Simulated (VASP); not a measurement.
Ti: single point with r2SCAN

Ti:

```xyz
3
Lattice="4.5680 0.0000 0.0000 -2.2840 3.9560 0.0000 0.0000 0.0000 2.8811" Properties=species:S:1:pos:R:3 pbc="T T T"
Ti    0.0000    0.0000    0.0000
Ti    0.0000    2.6373    1.4405
Ti    2.2840    1.3187    1.4405
```

This cell differs from its parent crystal: strain along c alone, the other axes held: +2.0 %.

| Item | Value |
| --- | --- |
| Program | VASP 6.6.1 |
| Task | single point |
| Functional | r2SCAN |
| Potentials or basis | VASP PAW PBE potentials, release 64 (Ti_sv) |
| Cutoff | 520 eV |
| k mesh | 12 × 12 × 18 |
| Occupations | gaussian, width 0.1 eV |
| Spin | no spin polarisation |

| Item | Value |
| --- | --- |
| Pressure | -1.9 GPa |
| Band gap on the k mesh | zero (band 18 reaches 8.56 eV, above the bottom of band 19 at 8.24 eV) |

Stress tensor (GPa, compression positive):
```
-0.56  0.00  0.00
 0.00 -0.56  0.00
 0.00  0.00 -4.72
```

Levels at points of the mesh, in eV from the Fermi level:
| k point | band 16 | band 17 | band 18 | band 19 | band 20 | band 21 |
| --- | --- | --- | --- | --- | --- | --- |
| (0.00, 0.00, 0.00) | -0.78 | -0.76 | -0.76 | 0.11 | 0.90 | 1.41 |
| (0.50, 0.00, 0.00) | -0.42 | -0.32 | -0.30 | 0.12 | 0.70 | 0.95 |
| (0.00, 0.00, 0.50) | -2.12 | -1.77 | -1.77 | 1.17 | 1.17 | 1.31 |
| (0.50, 0.00, 0.50) | -1.26 | -0.90 | -0.86 | 0.46 | 0.79 | 0.85 |

Wall time 7.5 min on 1 thread of Intel(R) Xeon(R) 6975P-C (Granite Rapids), on a shared host, peak memory 0.32 GiB.

Caveat: the cell differs from its parent crystal (strain along c alone, the other axes held: +2.0 %); the PAW data sets were made with another functional, which shifts forces and pressure a little.
